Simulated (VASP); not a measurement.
# Bi2Te3 (R3m) in VASP: further runs

The runs below take Bi2Te3 through single point, with PBE.

Everything below comes from runs of VASP 6.6.1. Logs are shortened: lines on timing, memory, paths and dates and some standing lists are left out, and cuts for length are marked.

## Step 1: The cell of the first run

It takes space group R3m (No. 160, trigonal). The conventional cell has a = 4.265 Å, b = 4.265 Å, c = 28.810 Å, α = 90.00°, β = 90.00°, γ = 120.00°. Bi (site symmetry 3m) has 3 Te at 2.92 Å and 3 Bi at 3.31 Å within 3.8 Å. Bi (site symmetry 3m) has 9 Te at 3.16 to 4.51 Å and 9 Bi at 3.31 to 4.26 Å within 4.6 Å. Te (site symmetry 3m) has 6 Te at 2.94 to 3.33 Å within 3.9 Å. Within 3.8 Å of Te (site symmetry 3m) lie 3 Bi at 2.92 Å and 3 Te at 3.33 Å. Te (site symmetry 3m) has 3 Te at 2.94 Å and 3 Bi at 3.16 Å within 3.9 Å.

## Step 2: Single point, PBE

Contents of INCAR:

```
PREC = Accurate
ENCUT = 520
EDIFF = 1E-6
ISMEAR = -1
SIGMA = 0.05
LREAL = False
LASPH = True
NELM = 80
ALGO = Normal
ISIF = 2
LWAVE = False
LCHARG = False
GGA = PE
NBANDS = 32
```

Contents of KPOINTS:

```
Automatic mesh
0
Gamma
  6 6 6
```

Contents of POSCAR:

```
Bi2Te3
1.0
    2.1322833059      1.2310742735      9.6034014007
   -2.1322833059      1.2310742735      9.6034014007
    0.0000000000     -2.4621485471      9.6034014007
Bi Te
2 3
Direct
    0.1880000000      0.1880000000      0.1880000000
    0.5980000000      0.5980000000      0.5980000000
    0.3890000000      0.3890000000      0.3890000000
    0.8000000000      0.8000000000      0.8000000000
    0.0000000000      0.0000000000      0.0000000000
```

Potentials or basis: VASP PAW PBE potentials, release 64 (Bi_d, Te).

The run is started by

```bash
> cat potpaw_PBE.64/Bi_d/POTCAR potpaw_PBE.64/Te/POTCAR > POTCAR
> mpirun -np 1 vasp_std > vasp.out
```

OUTCAR:

```text
PREC = Accurate
   ENCUT = 520
   EDIFF = 1E-6
   ISMEAR = -1
   LREAL = False
   LASPH = True
   NELM = 80
   ISIF = 2
   GGA = PE

 ion  position               nearest neighbor table
   1  0.188  0.188  0.188-   4 2.92   4 2.92   4 2.92   2 3.31   2 3.31   2 3.31
   2  0.598  0.598  0.598-   5 3.16   5 3.16   5 3.16   1 3.31   1 3.31   1 3.31
   3  0.389  0.389  0.389-   5 2.94   5 2.94   5 2.94   4 3.33   4 3.33   4 3.33
   4  0.800  0.800  0.800-   1 2.92   1 2.92   1 2.92   3 3.33   3 3.33   3 3.33
   5  0.000  0.000  0.000-   3 2.94   3 2.94   3 2.94   2 3.16   2 3.16   2 3.16

  LATTYP: Found a trigonal (rhomboedric) cell.
 ALAT       =     9.9140049640
 COS(alpha) =     0.9074829993

  Lattice vectors:

 A1 = (   2.1322833059,   1.2310742735,   9.6034014007)
 A2 = (  -2.1322833059,   1.2310742735,   9.6034014007)
 A3 = (   0.0000000000,  -2.4621485471,   9.6034014007)

Analysis of symmetry for initial positions (statically):
=====================================================================
 Subroutine PRICEL returns:
 Original cell was already a primitive cell.

 Routine SETGRP: Setting up the symmetry group for a
 trigonal (rhombohedral) supercell.

 Subroutine GETGRP returns: Found  6 space group operations
 (whereof  6 operations were pure point group operations)
 out of a pool of 12 trial point group operations.

The static configuration has the point symmetry C_3v.

Analysis of symmetry for dynamics (positions and initial velocities):
=====================================================================
 Subroutine PRICEL returns:
 Original cell was already a primitive cell.

 Routine SETGRP: Setting up the symmetry group for a
 trigonal (rhombohedral) supercell.

 Subroutine GETGRP returns: Found  6 space group operations
 (whereof  6 operations were pure point group operations)
 out of a pool of 12 trial point group operations.

The dynamic configuration has the point symmetry C_3v.

 Subroutine INISYM returns: Found  6 space group operations
 (whereof  6 operations are pure point group operations),
 and found     1 'primitive' translations

----------------------------------------------------------------------------------------

                                     Primitive cell

  volume of cell :     151.2535

  direct lattice vectors                    reciprocal lattice vectors
     2.132283306  1.231074273  9.603401401     0.234490416  0.135383112  0.034709924
    -2.132283306  1.231074273  9.603401401    -0.234490416  0.135383112  0.034709924
     0.000000000 -2.462148547  9.603401401     0.000000000 -0.270766225  0.034709924

  length of vectors
     9.914004964  9.914004964  9.914004939     0.272981906  0.272981906  0.272981917

  position of ions in fractional coordinates (direct lattice)
     0.188000000  0.188000000  0.188000000
     0.598000000  0.598000000  0.598000000
     0.389000000  0.389000000  0.389000000
     0.800000000  0.800000000  0.800000000
     0.000000000  0.000000000  0.000000000

  ion indices of the primitive-cell ions
   primitive index   ion index
                 1           1
                 2           2
                 3           3
                 4           4
                 5           5

----------------------------------------------------------------------------------------

 KPOINTS: Automatic mesh

Automatic generation of k-mesh.
 Grid dimensions read from file:
 generate k-points for:    6    6    6

 Generating k-lattice:

  Cartesian coordinates                     Fractional coordinates (reciprocal lattice)
     0.039081736  0.022563852  0.005784987     0.166666667  0.000000000  0.000000000
    -0.039081736  0.022563852  0.005784987     0.000000000  0.166666667  0.000000000
     0.000000000 -0.045127704  0.005784987    -0.000000000 -0.000000000  0.166666667

  Length of vectors
     0.045496984  0.045496984  0.045496986

  Shift w.r.t. Gamma in fractional coordinates (k-lattice)
     0.000000000  0.000000000  0.000000000

 Subroutine IBZKPT returns following result:
 ===========================================

 Found     32 irreducible k-points:

 Following reciprocal coordinates:
            Coordinates               Weight
  0.000000  0.000000  0.000000      1.000000
  0.166667  0.000000 -0.000000      6.000000
  0.333333 -0.000000 -0.000000      6.000000
  0.500000  0.000000  0.000000      3.000000
  0.166667  0.166667 -0.000000      6.000000
  0.333333  0.166667  0.000000     12.000000
[... 16 lines left out ...]
  0.500000  0.500000  0.166667      6.000000
 -0.333333  0.500000  0.166667     12.000000
 [... further k-points ...]
   k-points           NKPTS =     32   k-points in BZ     NKDIM =     32   number of bands    NBANDS=     32
   number of dos      NEDOS =    301   number of ions     NIONS =      5
   total plane-waves  NPLWV = 512000
   dimension x,y,z NGX =    80 NGY =   80 NGZ =   80
   dimension x,y,z NGXF=   160 NGYF=  160 NGZF=  160
   ions per type =               2   3
   NGX,Y,Z   is equivalent  to a cutoff of  13.42, 13.42, 13.42 a.u.
   NGXF,Y,Z  is equivalent  to a cutoff of  26.83, 26.83, 26.83 a.u.
 SYSTEM =  unknown system
   PREC   = accura    normal or accurate (medium, high low for compatibility)
   ISTART =      0    job   : 0-new  1-cont  2-samecut
   ICHARG =      2    charge: 1-file 2-atom 10-const
   ISPIN  =      1    spin polarized calculation?
   LNONCOLLINEAR =      F non collinear calculations
   LSORBIT =      F    spin-orbit coupling
   LASPH  =      T    aspherical Exc in radial PAW
   ENCUT  =  520.0 eV  38.22 Ry    6.18 a.u.  18.43 18.43 18.43*2*pi/ulx,y,z
   NELM   =     80;   NELMIN=  2; NELMDL= -5     # of ELM steps
   EDIFF  = 0.1E-05   stopping-criterion for ELM
   LREAL  =      F    real-space projection
   EDIFFG = 0.1E-04   stopping-criterion for IOM
   NSW    =      0    number of steps for IOM
   IBRION =     -1    ionic relax: 0-MD 1-quasi-New 2-CG
   NFREE  =      0    steps in history (QN), initial steepest desc. (CG)
   ISIF   =      2    stress and relaxation
   ISYM   =      2    0-nonsym 1-usesym 2-fastsym
   POTIM  = 0.5000    time-step for ionic-motion
   TEBEG  =    0.0;   TEEND  =   0.0 temperature during run
   PSTRESS=    0.0 pullay stress
   NELECT =      48.0000    total number of electrons
   NUPDOWN=      -1.0000    fix difference up-down
   EMIN   =  10.00;   EMAX   =-10.00  energy-range for DOS
   EFERMI =   0.00;   METHOD = LEGACY
   ISMEAR =    -1;   SIGMA  =   0.05  broadening in eV -4-tet -1-fermi 0-gaus
   EFERMI_NEDOS =   21; number of points for ismear=-14 and -15
   IALGO  =     38    algorithm
   IMIX   =      4    mixing-type and parameters
     AMIX     =   0.40;   BMIX     =  1.00
     AMIX_MAG =   1.60;   BMIX_MAG =  1.00
  volume/ion in A,a.u.               =      30.25       204.14
  Fermi-wavevector in a.u.,A,eV,Ry     =   1.116658  2.110177 16.965438  1.246924
  Thomas-Fermi vector in A             =   2.253274
   LORBIT       =      0    0 simple, 1 ext, 2 COOP (PROOUT), +10 PAW based schemes
   GGA     = PE    functional components
   LHFCALC =     F    Hartree Fock is set to
   AEXX    =    0.0000 exact exchange contribution
   IVDW    =     0    specifies the selected vdW correction
   LEPSILON=     F    determine dielectric tensor
   LRPA    =     F    only Hartree local field effects (RPA)
 non-spin polarized calculation
  energy-cutoff  :      520.00
  volume of cell :      151.25
 maximum number of plane-waves:      4098
 NGX is ok and might be reduce to    80
   NGX = 37   NGY = 37   NGZ = 37

 number of electron      48.0000002 magnetization

 Free energy of the ion-electron system (eV)
  ---------------------------------------------------
  ext. energy  EPLUGINS =         0.00000000
  ---------------------------------------------------
  free energy    TOTEN  =       -16.39053954 eV

  energy without entropy =      -16.38096534  energy(sigma->0) =      -16.38575244

 E-fermi :   7.8310     XC(G=0):  -9.8789

 val. band max:        7.7906209278   @ k =   0.5000   0.3333   0.0000
 cond. band min:       7.8399670283   @ k =   0.0000   0.0000   0.0000
 fundamental gap:      0.0493461004
 Fermi energy:         7.8310079153

 k-point     1 :       0.0000    0.0000    0.0000
  band No.  band energies     occupation
      1     -15.4723      2.00000
      2     -15.4723      2.00000
      3     -15.4305      2.00000
      4     -15.4305      2.00000
      5     -15.4286      2.00000
      6     -14.7846      2.00000
[... 24 lines left out ...]
     31      12.2522      0.00000
     32      12.5665      0.00000

 k-point     2 :       0.1667    0.0000   -0.0000
  band No.  band energies     occupation
      1     -15.4746      2.00000
      2     -15.4690      2.00000
      3     -15.4321      2.00000
      4     -15.4289      2.00000
      5     -15.4252      2.00000
      6     -14.7874      2.00000
[... 24 lines left out ...]
     31      11.5069      0.00000
     32      12.5303      0.00000

 k-point     3 :       0.3333   -0.0000   -0.0000
  band No.  band energies     occupation
      1     -15.4795      2.00000
      2     -15.4638      2.00000
      3     -15.4354      2.00000
      4     -15.4238      2.00000
      5     -15.4177      2.00000
      6     -14.7986      2.00000
[... 24 lines left out ...]
     31      12.2369      0.00000
     32      12.5005      0.00000

 k-point     4 :       0.5000    0.0000    0.0000
  band No.  band energies     occupation
      1     -15.4821      2.00000
      2     -15.4621      2.00000
      3     -15.4370      2.00000
      4     -15.4204      2.00000
      5     -15.4139      2.00000
      6     -14.8043      2.00000
[... 654 lines left out ...]
     31      12.3982      0.00000
     32      13.2587      0.00000

 k-point    23 :       0.5000    0.5000    0.1667
  band No.  band energies     occupation
      1     -15.4795      2.00000
      2     -15.4639      2.00000
      3     -15.4354      2.00000
      4     -15.4238      2.00000
      5     -15.4177      2.00000
      6     -14.7986      2.00000
[... 24 lines left out ...]
     31      12.0822      0.00000
     32      12.3585      0.00000

 k-point    24 :      -0.3333    0.5000    0.1667
  band No.  band energies     occupation
      1     -15.4811      2.00000
      2     -15.4619      2.00000
      3     -15.4339      2.00000
      4     -15.4239      2.00000
      5     -15.4147      2.00000
      6     -14.8005      2.00000
[... 24 lines left out ...]
     31      12.6939      0.00000
     32      12.8608      0.00000

 [... further k-points ...]
[... 5 lines left out ...]
  --------------------------------------------------------------------------------------
  -------------------------------------------------------------------------------------
  Total        8.4478945      8.4478936      7.8322072      0.0000000     -0.0000000     -0.0000000
  in kB       89.4856857     89.4856759     82.9639184      0.0000000     -0.0000000     -0.0000000
  external PRESSURE =      87.3117600 kB  Pullay stress =       0.0000000 kB

 VOLUME and BASIS-vectors are now :
 -----------------------------------------------------------------------------
  energy-cutoff  :      520.00
  volume of cell :      151.25
      direct lattice vectors                 reciprocal lattice vectors
     2.132283306  1.231074273  9.603401401     0.234490416  0.135383112  0.034709924
    -2.132283306  1.231074273  9.603401401    -0.234490416  0.135383112  0.034709924
     0.000000000 -2.462148547  9.603401401     0.000000000 -0.270766225  0.034709924

 POSITION                                       TOTAL-FORCE (eV/Angst)
 -----------------------------------------------------------------------------------
      0.00000     -0.00000      5.41632         0.000000     -0.000000      1.483421
      0.00000     -0.00000     17.22850         0.000000     -0.000000      0.390953
      0.00000     -0.00000     11.20717         0.000000     -0.000000      1.311859
      0.00000     -0.00000     23.04816         0.000000      0.000000     -1.557164
      0.00000      0.00000      0.00000         0.000000      0.000000     -1.629070
 -----------------------------------------------------------------------------------
    total drift:                                0.000000      0.000001      0.000236

  FREE ENERGIE OF THE ION-ELECTRON SYSTEM (eV)
  ---------------------------------------------------
  free  energy   TOTEN  =       -16.3905395355 eV

  energy  without entropy=      -16.3809653350  energy(sigma->0) =      -16.38575244
```

Run time: 10 min. Hardware: 1 thread of AMD EPYC 9R45 (Zen 5), shared host; peak memory 0.92 GiB.

What came out:

```
Free energy            : -16.3905 eV
Pressure               : 8.7 GPa
Largest force          : 1.629 eV/Å
Band gap on the k mesh : zero (bands 24 and 25 overlap by 0.09 eV)
```

Forces on the atoms (eV/Å):
```
Bi   0.000  0.000  1.483
Bi   0.000  0.000  0.391
Te   0.000  0.000  1.312
Te   0.000  0.000 -1.557
Te   0.000  0.000 -1.629
```

Levels at points of the mesh, in eV from the Fermi level:
```
           k point  band 21  band 22  band 23  band 24  band 25  band 26  band 27  band 28
(0.00, 0.00, 0.00)    -2.31    -0.59    -0.59    -0.39     0.01     0.22     0.22     2.31
(0.50, 0.00, 0.00)    -3.65    -2.56    -0.42    -0.26    -0.13     0.41     2.47     2.94
(0.50, 0.50, 0.00)    -2.45    -2.04    -1.31    -0.57     0.34     1.02     1.97     2.62
(0.50, 0.50, 0.50)    -1.85    -0.87    -0.87    -0.78     0.47     0.90     0.90     1.70
```

Caveat: the cell stands under pressure; spin-orbit coupling is left out, which moves the levels of the heavy elements; forces of over 1 eV/Å act on the atoms, so gaps and moduli don't describe the material at rest.

## Step 3: Single point, PBE

This run uses another cell than the first one, of 31.09 Å³/atom.

Contents of INCAR:

```
SYSTEM = Bi2Te3
PREC     = Accurate       ! precision mode
ENCUT    = 520            ! plane-wave cutoff, eV
EDIFF    = 1E-6           ! SCF threshold, eV
ISMEAR   = -1             ! smearing method
SIGMA    = 0.05           ! smearing width, eV
LREAL    = .FALSE.        ! projectors in reciprocal space
LASPH    = .TRUE.         ! aspherical terms in the spheres
NELM     = 80             ! most SCF steps
ALGO     = Normal         ! electronic algorithm
ISIF     = 2              ! what is computed and relaxed
LWAVE    = .FALSE.        ! write WAVECAR
LCHARG   = .TRUE.         ! write CHGCAR
GGA      = PE             ! functional
LELF     = .TRUE.         ! ELF
LVHAR    = .TRUE.       
NBANDS   = 32             ! bands
```

Contents of KPOINTS:

```
Automatic mesh
0
G
  6 6 6
  0 0 0
```

POSCAR: that of step 2 with these lines changed.

```diff
@@ -2,5 +2,5 @@
 1.0
-    2.1322833059      1.2310742735      9.6034014007
-   -2.1322833059      1.2310742735      9.6034014007
-    0.0000000000     -2.4621485471      9.6034014007
+    2.1518466308      1.2423691639      9.6915109224
+   -2.1518466308      1.2423691639      9.6915109224
+    0.0000000000     -2.4847383277      9.6915109224
 Bi Te
```

Potentials or basis: VASP PAW PBE potentials, release 64 (Bi_d, Te).

The run is started by

```bash
> cat potpaw_PBE.64/Bi_d/POTCAR potpaw_PBE.64/Te/POTCAR > POTCAR
> mpirun -np 1 vasp_std > vasp.out
```

Wall time 12 min (1 thread of AMD EPYC 9R45 (Zen 5), shared host); peak memory 0.92 GiB.

It converged, with:

```yaml
Free_energy: -16.5913 eV
Pressure: 6.6 GPa
Largest_force: 1.524 eV/Å
Band_gap_on_the_k_mesh: zero (bands 24 and 25 overlap by 0.09 eV)
```

Forces in eV/Å, atoms in the order of the input:
```
Bi   0.000  0.000  1.310
Bi   0.000  0.000  0.418
Te   0.000  0.000  1.149
Te   0.000  0.000 -1.353
Te   0.000  0.000 -1.524
```

Stress tensor (GPa, compression positive):
```
6.82 0.00 0.00
0.00 6.82 0.00
0.00 0.00 6.07
```

Levels at points of the mesh, in eV from the Fermi level:
```tsv
k point	band 22	band 23	band 24	band 25	band 26	band 27
(0.00, 0.00, 0.00)	-0.55	-0.55	-0.40	-0.01	0.25	0.25
(0.50, 0.00, 0.00)	-2.45	-0.38	-0.25	-0.12	0.43	2.54
(0.50, 0.50, 0.00)	-1.98	-1.24	-0.54	0.35	1.07	1.92
(0.50, 0.50, 0.50)	-0.81	-0.81	-0.80	0.46	0.90	0.90
```

Caveat: the cell stands under pressure; spin-orbit coupling is left out, which moves the levels of the heavy elements; forces of over 1 eV/Å act on the atoms, so gaps and moduli don't describe the material at rest.

## Step 4: Single point, PBE

This run uses another cell than the first one, of 31.93 Å³/atom.

Contents of INCAR:

```
  ALGO = Normal
  EDIFF = 1E-7
  ENCUT = 520
  GGA = PE
  ISIF = 2
  ISMEAR = -1
  LASPH = True
  LCHARG = True
  LELF = True
  LREAL = False
  LVHAR = True
  LWAVE = False
  NBANDS = 32
  NELM = 60
  PREC = Accurate
  SIGMA = 0.05
```

Contents of KPOINTS:

```
k-points
0
Gamma
  6 6 6
```

POSCAR: that of step 3 with these lines changed.

```diff
@@ -2,5 +2,5 @@
 1.0
-    2.1518466308      1.2423691639      9.6915109224
-   -2.1518466308      1.2423691639      9.6915109224
-    0.0000000000     -2.4847383277      9.6915109224
+    2.1710605638      1.2534623326      9.7780468487
+   -2.1710605638      1.2534623326      9.7780468487
+    0.0000000000     -2.5069246653      9.7780468487
 Bi Te
```

The run is started by

```bash
> cat potpaw_PBE.64/Bi_d/POTCAR potpaw_PBE.64/Te/POTCAR > POTCAR
> mpirun -np 1 vasp_std > vasp.out
```

Run time: 13 min. Hardware: 1 thread of AMD EPYC 9R45 (Zen 5), shared host; peak memory 0.89 GiB.

Results (log left out):

| Item | Value |
| --- | --- |
| Free energy | -16.7393 eV |
| Pressure | 4.7 GPa |
| Largest force | 1.425 eV/Å |
| Band gap on the k mesh | zero (bands 24 and 25 overlap by 0.09 eV) |

Forces on the atoms (eV/Å):
```
Bi   0.000  0.000  1.149
Bi   0.000  0.000  0.441
Te   0.000  0.000  0.999
Te   0.000  0.000 -1.164
Te   0.000  0.000 -1.425
```

Stress tensor (GPa, compression positive):
```
4.98 0.00 0.00
0.00 4.98 0.00
0.00 0.00 4.13
```

Levels at points of the mesh, in eV from the Fermi level:
```csv
k point,band 22,band 23,band 24,band 25,band 26,band 27
"(0.00, 0.00, 0.00)",-0.50,-0.50,-0.42,-0.02,0.27,0.27
"(0.50, 0.00, 0.00)",-2.35,-0.34,-0.24,-0.12,0.45,2.59
"(0.50, 0.50, 0.00)",-1.92,-1.17,-0.51,0.36,1.11,1.87
"(0.50, 0.50, 0.50)",-0.82,-0.76,-0.76,0.46,0.89,0.89
```

Caveat: the cell stands under pressure; spin-orbit coupling is left out, which moves the levels of the heavy elements; forces of over 1 eV/Å act on the atoms, so gaps and moduli don't describe the material at rest.

(Part 1 of 2 ends here.)
